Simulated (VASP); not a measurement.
# Pt (Pm-3m) in VASP: notebook

Pt is run at these levels: LDA; tasks: single point, relaxation of cell and atoms.

Everything below comes from runs of VASP 6.6.1. Logs are shortened: lines on timing, memory, paths and dates and some standing lists are left out, and cuts for length are marked.

## Step 1: The cell of the first run

It takes space group Pm-3m (No. 221, cubic). The conventional cell has a = 2.569 Å, b = 2.569 Å, c = 2.569 Å, α = 90.00°, β = 90.00°, γ = 90.00°. Pt (site symmetry m-3m) has 6 Pt at 2.57 Å within 3.4 Å.

This isn't the form of Pt at room conditions, which is fcc.

## Step 2: Single point, LDA

INCAR

```
PREC     = Accurate       # precision mode
ENCUT    = 520            # plane-wave cutoff, eV
EDIFF    = 1E-6           # SCF threshold, eV
ISMEAR   = -1             # smearing method
SIGMA    = 0.05           # smearing width, eV
LREAL    = False          # projectors in reciprocal space
LASPH    = True           # aspherical terms in the spheres
NELM     = 80             # most SCF steps
ALGO     = Normal         # electronic algorithm
ISIF     = 2              # what is computed and relaxed
LWAVE    = False          # write WAVECAR
LCHARG   = False          # write CHGCAR
GGA      = CA             # functional
NBANDS   = 11             # bands
```

KPOINTS

```
Automatic mesh
0
Gamma
  16 16 16
```

POSCAR

```
Pt
1.0
    2.5694535788      0.0000000000      0.0000000000
    0.0000000000      2.5694535788      0.0000000000
    0.0000000000      0.0000000000      2.5694535788
Pt
1
Direct
    0.0000000000      0.0000000000      0.0000000000
```

Potentials or basis: VASP PAW LDA potentials, release 64 (Pt).

Started as:

```bash
$ cat potpaw_LDA.64/Pt/POTCAR > POTCAR
$ mpirun -np 1 vasp_std > vasp.out
```

OUTCAR:

```text
PREC = Accurate
   ENCUT = 520
   EDIFF = 1E-6
   ISMEAR = -1
   LREAL = False
   LASPH = True
   NELM = 80
   ISIF = 2
   GGA = CA

 ion  position               nearest neighbor table
   1  0.000  0.000  0.000-

  LATTYP: Found a simple cubic cell.
 ALAT       =     2.5694535788

  Lattice vectors:

 A1 = (   2.5694535788,   0.0000000000,   0.0000000000)
 A2 = (   0.0000000000,   2.5694535788,   0.0000000000)
 A3 = (   0.0000000000,   0.0000000000,   2.5694535788)

Analysis of symmetry for initial positions (statically):
=====================================================================
 Subroutine PRICEL returns:
 Original cell was already a primitive cell.

 Routine SETGRP: Setting up the symmetry group for a
 simple cubic supercell.

 Subroutine GETGRP returns: Found 48 space group operations
 (whereof 48 operations were pure point group operations)
 out of a pool of 48 trial point group operations.

The static configuration has the point symmetry O_h .

Analysis of symmetry for dynamics (positions and initial velocities):
=====================================================================
 Subroutine PRICEL returns:
 Original cell was already a primitive cell.

 Routine SETGRP: Setting up the symmetry group for a
 simple cubic supercell.

 Subroutine GETGRP returns: Found 48 space group operations
 (whereof 48 operations were pure point group operations)
 out of a pool of 48 trial point group operations.

The dynamic configuration has the point symmetry O_h .

 Subroutine INISYM returns: Found 48 space group operations
 (whereof 48 operations are pure point group operations),
 and found     1 'primitive' translations

----------------------------------------------------------------------------------------

                                     Primitive cell

  volume of cell :      16.9638

  direct lattice vectors                    reciprocal lattice vectors
     2.569453579  0.000000000  0.000000000     0.389187806  0.000000000  0.000000000
     0.000000000  2.569453579  0.000000000     0.000000000  0.389187806  0.000000000
     0.000000000  0.000000000  2.569453579     0.000000000  0.000000000  0.389187806

  length of vectors
     2.569453579  2.569453579  2.569453579     0.389187806  0.389187806  0.389187806

  position of ions in fractional coordinates (direct lattice)
     0.000000000  0.000000000  0.000000000

  ion indices of the primitive-cell ions
   primitive index   ion index
                 1           1

----------------------------------------------------------------------------------------

 KPOINTS: Automatic mesh

Automatic generation of k-mesh.
 Grid dimensions read from file:
 generate k-points for:   16   16   16

 Generating k-lattice:

  Cartesian coordinates                     Fractional coordinates (reciprocal lattice)
     0.024324238  0.000000000  0.000000000     0.062500000  0.000000000  0.000000000
     0.000000000  0.024324238  0.000000000     0.000000000  0.062500000  0.000000000
     0.000000000  0.000000000  0.024324238     0.000000000  0.000000000  0.062500000

  Length of vectors
     0.024324238  0.024324238  0.024324238

  Shift w.r.t. Gamma in fractional coordinates (k-lattice)
     0.000000000  0.000000000  0.000000000

 Subroutine IBZKPT returns following result:
 ===========================================

 Found    165 irreducible k-points:

 Following reciprocal coordinates:
            Coordinates               Weight
  0.000000  0.000000  0.000000      1.000000
  0.062500  0.000000  0.000000      6.000000
  0.125000  0.000000  0.000000      6.000000
  0.187500  0.000000  0.000000      6.000000
  0.250000  0.000000  0.000000      6.000000
  0.312500  0.000000  0.000000      6.000000
[... 16 lines left out ...]
  0.437500  0.125000  0.000000     24.000000
  0.500000  0.125000  0.000000     12.000000
 [... further k-points ...]
   k-points           NKPTS =    165   k-points in BZ     NKDIM =    165   number of bands    NBANDS=     11
   number of dos      NEDOS =    301   number of ions     NIONS =      1
   total plane-waves  NPLWV =   8000
   dimension x,y,z NGX =    20 NGY =   20 NGZ =   20
   dimension x,y,z NGXF=    40 NGYF=   40 NGZF=   40
   ions per type =               1
   NGX,Y,Z   is equivalent  to a cutoff of  12.94, 12.94, 12.94 a.u.
   NGXF,Y,Z  is equivalent  to a cutoff of  25.88, 25.88, 25.88 a.u.
 SYSTEM =  unknown system
   PREC   = accura    normal or accurate (medium, high low for compatibility)
   ISTART =      0    job   : 0-new  1-cont  2-samecut
   ICHARG =      2    charge: 1-file 2-atom 10-const
   ISPIN  =      1    spin polarized calculation?
   LNONCOLLINEAR =      F non collinear calculations
   LSORBIT =      F    spin-orbit coupling
   LASPH  =      T    aspherical Exc in radial PAW
   ENCUT  =  520.0 eV  38.22 Ry    6.18 a.u.   4.78  4.78  4.78*2*pi/ulx,y,z
   NELM   =     80;   NELMIN=  2; NELMDL= -5     # of ELM steps
   EDIFF  = 0.1E-05   stopping-criterion for ELM
   LREAL  =      F    real-space projection
   EDIFFG = 0.1E-04   stopping-criterion for IOM
   NSW    =      0    number of steps for IOM
   IBRION =     -1    ionic relax: 0-MD 1-quasi-New 2-CG
   NFREE  =      0    steps in history (QN), initial steepest desc. (CG)
   ISIF   =      2    stress and relaxation
   ISYM   =      2    0-nonsym 1-usesym 2-fastsym
   POTIM  = 0.5000    time-step for ionic-motion
   TEBEG  =    0.0;   TEEND  =   0.0 temperature during run
   PSTRESS=    0.0 pullay stress
   NELECT =      10.0000    total number of electrons
   NUPDOWN=      -1.0000    fix difference up-down
   EMIN   =  10.00;   EMAX   =-10.00  energy-range for DOS
   EFERMI =   0.00;   METHOD = LEGACY
   ISMEAR =    -1;   SIGMA  =   0.05  broadening in eV -4-tet -1-fermi 0-gaus
   EFERMI_NEDOS =   21; number of points for ismear=-14 and -15
   IALGO  =     38    algorithm
   IMIX   =      4    mixing-type and parameters
     AMIX     =   0.40;   BMIX     =  1.00
     AMIX_MAG =   1.60;   BMIX_MAG =  1.00
  volume/ion in A,a.u.               =      16.96       114.48
  Fermi-wavevector in a.u.,A,eV,Ry     =   1.372674  2.593978 25.636556  1.884234
  Thomas-Fermi vector in A             =   2.498260
   LORBIT       =      0    0 simple, 1 ext, 2 COOP (PROOUT), +10 PAW based schemes
   GGA     = CA    functional components
   LHFCALC =     F    Hartree Fock is set to
   AEXX    =    0.0000 exact exchange contribution
   IVDW    =     0    specifies the selected vdW correction
   LEPSILON=     F    determine dielectric tensor
   LRPA    =     F    only Hartree local field effects (RPA)
 non-spin polarized calculation
  energy-cutoff  :      520.00
  volume of cell :       16.96
 maximum number of plane-waves:       480
 NGX is ok and might be reduce to    20
   NGX =  9   NGY =  9   NGZ =  9

 number of electron      10.0000000 magnetization

 number of electron       9.9999998 magnetization

 Free energy of the ion-electron system (eV)
  ---------------------------------------------------
  ext. energy  EPLUGINS =         0.00000000
  ---------------------------------------------------
  free energy    TOTEN  =        -6.96701447 eV

  energy without entropy =       -6.95617530  energy(sigma->0) =       -6.96159489

 E-fermi :   9.0877     XC(G=0): -12.8712

 val. band max:        9.0626995918   @ k =   0.4375   0.3750   0.0625
 cond. band min:       9.0918127258   @ k =   0.3125   0.1250   0.0625
 fundamental gap:      0.0291131340
 Fermi energy:         9.0876637267

 k-point     1 :       0.0000    0.0000    0.0000
  band No.  band energies     occupation
      1       0.0569      2.00000
      2       2.8433      2.00000
      3       2.8433      2.00000
      4       9.4298      0.00213
      5       9.4298      0.00213
      6       9.4299      0.00213
      7      24.5096      0.00000
      8      24.5096      0.00000
      9      24.5096      0.00000
     10      30.6324      0.00000
     11      33.3965      0.00000

 k-point     2 :       0.0625    0.0000    0.0000
  band No.  band energies     occupation
      1       0.1744      2.00000
      2       2.8658      2.00000
      3       2.9513      2.00000
      4       9.3161      0.02054
      5       9.3161      0.02054
      6       9.4386      0.00179
      7      23.7112      0.00000
      8      24.7230      0.00000
      9      24.7230      0.00000
     10      31.1631      0.00000
     11      32.5263      0.00000

 k-point     3 :       0.1250    0.0000    0.0000
  band No.  band energies     occupation
      1       0.5026      2.00000
      2       2.9302      2.00000
      3       3.2848      2.00000
      4       9.0056      1.67523
      5       9.0056      1.67522
      6       9.4637      0.00108
      7      22.0299      0.00000
      8      25.3250      0.00000
      9      25.3250      0.00000
     10      30.9878      0.00000
     11      31.7486      0.00000

 k-point     4 :       0.1875    0.0000    0.0000
  band No.  band energies     occupation
      1       0.9735      2.00000
      2       3.0286      2.00000
      3       3.8669      2.00000
      4       8.5734      1.99993
      5       8.5734      1.99993
      6       9.5015      0.00051
      7      20.1692      0.00000
      8      26.2195      0.00000
      9      26.2195      0.00000
     10      29.4631      0.00000
     11      31.8723      0.00000
[... 239 lines left out ...]
 k-point    22 :       0.3750    0.1250    0.0000
  band No.  band energies     occupation
      1       2.7991      2.00000
      2       3.8078      2.00000
      3       5.8345      2.00000
      4       7.3868      2.00000
      5       8.1573      2.00000
      6       9.2498      0.07525
      7      15.7546      0.00000
      8      25.7271      0.00000
      9      27.2766      0.00000
     10      30.4596      0.00000
     11      30.9976      0.00000

 k-point    23 :       0.4375    0.1250    0.0000
  band No.  band energies     occupation
      1       3.0579      2.00000
      2       3.9282      2.00000
      3       5.7232      2.00000
      4       7.1702      2.00000
      5       9.1713      0.31591
      6       9.2799      0.04188
      7      14.4781      0.00000
      8      25.8672      0.00000
      9      27.5060      0.00000
     10      29.4588      0.00000
     11      31.3670      0.00000

 k-point    24 :       0.5000    0.1250    0.0000
  band No.  band energies     occupation
      1       3.1484      2.00000
      2       3.9796      2.00000
      3       5.6500      2.00000
      4       7.0959      2.00000
      5       9.2905      0.03400
      6       9.7057      0.00001
      7      13.8966      0.00000
      8      25.8226      0.00000
      9      28.2139      0.00000
     10      28.3773      0.00000
     11      31.7510      0.00000

 [... further k-points ...]

------------------------ aborting loop because EDIFF is reached ----------------------------------------

  FORCE on cell =-STRESS in cart. coord.  units (eV):
  Direction    XX          YY          ZZ          XY          YZ          ZX
  --------------------------------------------------------------------------------------
  -------------------------------------------------------------------------------------
  Total        0.0453662      0.0453662      0.0453662     -0.0000000      0.0000000     -0.0000000
  in kB        4.2847018      4.2847018      4.2847018     -0.0000000      0.0000000     -0.0000000
  external PRESSURE =       4.2847018 kB  Pullay stress =       0.0000000 kB

 VOLUME and BASIS-vectors are now :
 -----------------------------------------------------------------------------
  energy-cutoff  :      520.00
  volume of cell :       16.96
      direct lattice vectors                 reciprocal lattice vectors
     2.569453579  0.000000000  0.000000000     0.389187806  0.000000000  0.000000000
     0.000000000  2.569453579  0.000000000     0.000000000  0.389187806  0.000000000
     0.000000000  0.000000000  2.569453579     0.000000000  0.000000000  0.389187806

 POSITION                                       TOTAL-FORCE (eV/Angst)
 -----------------------------------------------------------------------------------
      0.00000      0.00000      0.00000         0.000000      0.000000      0.000000
 -----------------------------------------------------------------------------------
    total drift:                                0.000000      0.000000      0.000000

  FREE ENERGIE OF THE ION-ELECTRON SYSTEM (eV)
  ---------------------------------------------------
  free  energy   TOTEN  =        -6.9670144693 eV

  energy  without entropy=       -6.9561753042  energy(sigma->0) =       -6.96159489
```

It took 24 s on 1 thread of Intel Xeon Platinum 8259CL at 2.50GHz (Skylake/Cascade Lake), shared host; peak memory 0.14 GiB.

Results:

* Free energy: -6.9670 eV
* Pressure: 0.4 GPa
* Band gap on the k mesh: zero (bands 5 and 6 overlap by 3.43 eV)

Caveat: spin-orbit coupling is left out, which moves the levels of the heavy elements.

## Step 3: Relaxation of cell and atoms, LDA

This run uses another cell than the first one, of 16.58 Å³/atom.

INCAR

```
SYSTEM = Pt
ALGO = Normal
EDIFF = 1E-7
EDIFFG = -0.02
ENCUT = 600
GGA = CA
IBRION = 2
ISIF = 3
ISMEAR = -1
LASPH = .True.
LCHARG = .False.
LREAL = .False.
LWAVE = .False.
NELM = 100
NSW = 80
PREC = Accurate
SIGMA = 0.05
```

KPOINTS

```
k-points
0
Gamma
  16 16 16
  0 0 0
```

POSCAR

```
Pt
1.0
    2.5500000000      0.0000000000      0.0000000000
    0.0000000000      2.5500000000      0.0000000000
    0.0000000000      0.0000000000      2.5500000000
Pt
1
Direct
    0.0000000000      0.0000000000      0.0000000000
```

Potentials or basis: VASP PAW LDA potentials, release 64 (Pt).

Started as:

```bash
$ cat potpaw_LDA.64/Pt/POTCAR > POTCAR
$ mpirun -np 1 vasp_std > vasp.out
```

It took 48 s on 1 thread of Intel Xeon Platinum 8259CL at 2.50GHz (Skylake/Cascade Lake), shared host; peak memory 0.15 GiB.

Results (log left out):

| Quantity | Value |
| --- | --- |
| Free energy | -6.9669 eV |
| Relaxed volume | 17.01 Å³/atom |
| Relaxed cell | a = 2.572 Å, b = 2.572 Å, c = 2.572 Å, α = 90.00°, β = 90.00°, γ = 90.00° |
| Space group after relaxing (to 0.1 Å) | Pm-3m (No. 221) |
| Energy gained by relaxing | 7.9 meV/atom |
| Ionic steps | 3 |
| Pressure after relaxing | -0.1 GPa |
| Band gap on the k mesh | zero (bands 5 and 6 overlap by 3.41 eV) |

Step by step:
```csv
step,energy change (eV),largest force (eV/Å),pressure (GPa),volume (Å³)
1,0.0000,0.0000,6.23,16.58
2,0.0438,0.0000,-13.12,18.18
3,-0.0079,0.0000,-0.14,17.01
```

Final structure:
```yaml
crystal:
  lattice:
    - [2.57182, 0.00000, 0.00000]
    - [0.00000, 2.57182, 0.00000]
    - [0.00000, 0.00000, 2.57182]
  atoms:
    - { symbol: Pt, position: [0.00000, 0.00000, 0.00000] }
```

Levels at points of the mesh, in eV from the Fermi level:
| k point | band 3 | band 4 | band 5 | band 6 | band 7 | band 8 |
| --- | --- | --- | --- | --- | --- | --- |
| (0.00, 0.00, 0.00) | -6.22 | 0.34 | 0.34 | 0.34 | 15.41 | 15.41 |
| (0.50, 0.00, 0.00) | -2.04 | -2.04 | -0.80 | 0.57 | 4.76 | 16.42 |
| (0.50, 0.50, 0.00) | -1.60 | -1.60 | 2.07 | 4.43 | 4.43 | 10.18 |
| (0.50, 0.50, 0.50) | -5.30 | 2.23 | 2.23 | 9.72 | 10.29 | 10.29 |

Caveat: spin-orbit coupling is left out, which moves the levels of the heavy elements.

The gap in the log of VASP goes by the Fermi energy; the results here count the filled bands.